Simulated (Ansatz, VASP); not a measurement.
Two plane-wave programs on SnO

```
CELL_PARAMETERS angstrom
0.00000 0.00000 -4.22197
-3.35500 0.00000 0.00000
-1.00650 11.34821 0.00000
ATOMIC_POSITIONS crystal
Sn 0.48686 0.74021 0.86595
Sn 0.48686 0.89021 0.36595
Sn 0.98686 0.45979 0.13405
Sn 0.98686 0.30979 0.63405
O 0.26314 0.94131 0.19562
O 0.26314 0.79131 0.69563
O 0.76314 0.25869 0.80437
O 0.76314 0.40869 0.30438
```

Alike in both runs: task single point; functional PBEsol; k mesh 6 × 8 × 3; occupations gaussian, width 0.05 eV; no spin polarisation.

```csv
,VASP,Ansatz
version,VASP 6.6.1,Ansatz 0.2.0
potentials or method,"VASP PAW PBE potentials, release 64 (Sn_d, O), cutoff 520 eV","scalar-relativistic, plane waves, PAW"
valence electrons in the cell,80,80
```

```csv
,VASP,Ansatz,Ansatz less VASP
gap on the k mesh at the Fermi level (eV),1.34,1.35,+0.010
least direct gap on the mesh (eV),1.45,1.46,+0.010
pressure (GPa),-2.7,-2.9,-0.19
"traceless stress, the component that is largest in VASP (GPa)",-0.69,-0.73,-0.035
rms of the force components (eV/Å),0.157,0.189,+0.0325
```

VASP's potentials were made for PBE, not for PBEsol. Atom by atom the forces differ by 0.033 eV/Å (rms over components). The functional is the same, so the differences come from potentials, cutoffs and numerics.
